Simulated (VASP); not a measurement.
# SiC (P6_3mc) in VASP: further runs, part 2 of 2

VASP 6.6.1.

## 4. Single point, SVWN5

This run uses another cell than the first one, of 10.11 Å³/atom, 1.043 times its volume.

Input file INCAR:

```
ALGO = Normal
EDIFF = 1E-6
ENCUT = 520
GGA = VW
ISIF = 2
ISMEAR = -1
LASPH = True
LCHARG = False
LREAL = False
LWAVE = False
NBANDS = 26
NELM = 60
PREC = Accurate
SIGMA = 0.05
```

Input file KPOINTS:

```
k-points
0
Gamma
  10 10 3
```

Input file POSCAR:

```
SiC
1.0
    3.0550512851      0.0000000000      0.0000000000
   -1.5275256425      2.6457520228      0.0000000000
    0.0000000000      0.0000000000     10.0030562121
Si C
4 4
Direct
    0.0000000000      0.0000000000      0.1878943800
    0.0000000000      0.0000000000      0.6878943800
    0.3333333333      0.6666666667      0.4378419800
    0.6666666667      0.3333333333      0.9378419800
    0.0000000000      0.0000000000      0.0004600500
    0.0000000000      0.0000000000      0.5004600500
    0.3333333333      0.6666666667      0.2498025900
    0.6666666667      0.3333333333      0.7498025900
```

Potentials or basis: VASP PAW PBE potentials, release 64 (Si, C).

Started as:

```bash
cat potpaw_PBE.64/Si/POTCAR potpaw_PBE.64/C/POTCAR > POTCAR
mpirun -np 1 vasp_std > vasp.out
```

OUTCAR:

```text
EDIFF = 1E-6
   ENCUT = 520
   GGA = VW
   ISIF = 2
   ISMEAR = -1
   LASPH = True
   LREAL = False
   NELM = 60
   PREC = Accurate

 ion  position               nearest neighbor table
   1  0.000  0.000  0.188-   7 1.87   7 1.87   7 1.87   5 1.87   3 3.06   3 3.06   3 3.06   4 3.06
                             4 3.06   4 3.06
   2  0.000  0.000  0.688-   8 1.87   8 1.87   8 1.87   6 1.87   4 3.06   4 3.06   4 3.06   3 3.06
                             3 3.06   3 3.06
   3  0.333  0.667  0.438-   6 1.87   6 1.87   6 1.87   7 1.88   1 3.06   1 3.06   1 3.06   2 3.06
                             2 3.06   2 3.06
[... 916 lines left out ...]
  Total        1.0002017      1.0002017      0.9425856      0.0000000      0.0000000      0.0000000
  in kB       19.8197337     19.8197337     18.6780288      0.0000000      0.0000000      0.0000000
  external PRESSURE =      19.4391654 kB  Pullay stress =       0.0000000 kB

 VOLUME and BASIS-vectors are now :
 -----------------------------------------------------------------------------
  energy-cutoff  :      520.00
  volume of cell :       80.85
      direct lattice vectors                 reciprocal lattice vectors
     3.055051285  0.000000000  0.000000000     0.327326747  0.188982186  0.000000000
    -1.527525642  2.645752023  0.000000000     0.000000000  0.377964371  0.000000000
     0.000000000  0.000000000 10.003056212     0.000000000  0.000000000  0.099969447

 POSITION                                       TOTAL-FORCE (eV/Angst)
 -----------------------------------------------------------------------------------
      0.00000      0.00000      1.87952        -0.000000      0.000000     -0.002731
      0.00000      0.00000      6.88105         0.000000      0.000000     -0.002731
     -0.00000      1.76383      4.37976        -0.000000      0.000000     -0.002717
      1.52753      0.88192      9.38129         0.000000      0.000000     -0.002717
      0.00000      0.00000      0.00460        -0.000000      0.000000     -0.000330
      0.00000      0.00000      5.00613        -0.000000      0.000000     -0.000330
     -0.00000      1.76383      2.49879         0.000000     -0.000000      0.005778
      1.52753      0.88192      7.50032        -0.000000      0.000000      0.005778
 -----------------------------------------------------------------------------------
    total drift:                               -0.000000     -0.000000      0.000145

  FREE ENERGIE OF THE ION-ELECTRON SYSTEM (eV)
  ---------------------------------------------------
  free  energy   TOTEN  =       -66.4113468645 eV

  energy  without entropy=      -66.4113468645  energy(sigma->0) =      -66.41134686
```

OSZICAR:

```text
N       E                     dE             d eps       ncg     rms          rms(c)
DAV:   1     0.627689804977E+02    0.62769E+02   -0.14569E+04  1456   0.112E+03
DAV:   2    -0.676149706173E+02   -0.13038E+03   -0.12080E+03  1978   0.189E+02
DAV:   3    -0.743327826108E+02   -0.67178E+01   -0.66713E+01  1958   0.399E+01
DAV:   4    -0.744159705650E+02   -0.83188E-01   -0.83069E-01  1904   0.521E+00
DAV:   5    -0.744174635012E+02   -0.14929E-02   -0.14922E-02  1966   0.657E-01    0.168E+01
DAV:   6    -0.667510308211E+02    0.76664E+01   -0.20433E+01  1848   0.198E+01    0.715E+00
DAV:   7    -0.664935812264E+02    0.25745E+00   -0.21139E+00  2006   0.656E+00    0.317E+00
DAV:   8    -0.664214546297E+02    0.72127E-01   -0.12858E-01  1758   0.169E+00    0.956E-01
DAV:   9    -0.664112429565E+02    0.10212E-01   -0.17589E-02  1850   0.669E-01    0.144E-01
DAV:  10    -0.664113435436E+02   -0.10059E-03   -0.12375E-03  1844   0.177E-01    0.694E-02
DAV:  11    -0.664113517408E+02   -0.81972E-05   -0.28159E-05  1866   0.328E-02    0.276E-02
DAV:  12    -0.664113475751E+02    0.41657E-05   -0.64480E-06  1842   0.123E-02    0.993E-03
DAV:  13    -0.664113468645E+02    0.71063E-06   -0.27996E-06  1440   0.713E-03
   1 F= -.66411347E+02 E0= -.66411347E+02  d E =-.287883E-10
```

Wall time 36 s (1 thread of Intel Xeon Platinum 8488C (Sapphire Rapids), shared host); peak memory 0.19 GiB.

Results:

- Free energy: -66.4113 eV
- Pressure: 1.9 GPa
- Largest force: 0.006 eV/Å
- Band gap on the k mesh: 2.18 eV, indirect (least direct gap 3.32 eV)

Forces on the atoms (eV/Å):
```
Si   0.000  0.000 -0.003
Si   0.000  0.000 -0.003
Si   0.000  0.000 -0.003
Si   0.000  0.000 -0.003
C    0.000  0.000  0.000
C    0.000  0.000  0.000
C    0.000  0.000  0.006
C    0.000  0.000  0.006
```

Stress tensor (GPa, compression positive):
```
1.98 0.00 0.00
0.00 1.98 0.00
0.00 0.00 1.87
```

Caveat: the PAW data sets were made with another functional, which shifts forces and pressure a little. A k mesh can miss the band edges.

## 5. Overview

| cell | gap on the mesh (eV) | pressure (GPa) | largest force (eV/Å) |
| --- | --- | --- | --- |
| a = 3.013, b = 3.013, c = 9.865 Å, angles 90.0, 90.0, 120.0°, 8 atoms | 2.19 | 12.6 | 0.02 |
| a = 3.034, b = 3.034, c = 9.935 Å, angles 90.0, 90.0, 120.0°, 8 atoms | 2.19 | 7.0 | 0.01 |
| a = 3.055, b = 3.055, c = 10.003 Å, angles 90.0, 90.0, 120.0°, 8 atoms | 2.18 | 1.9 | 0.01 |

Alike in all rows: task single point; level SVWN5; potentials or basis VASP PAW PBE potentials, release 64 (Si, C); no spin polarisation; k mesh 10 × 10 × 3; cutoff (eV) 520; smearing fermi-dirac 0.05 eV.

Caveats: the PAW data sets were made with another functional, which shifts forces and pressure a little.

Total energies depend on the potentials used, so only differences within one code and one set of settings carry meaning.
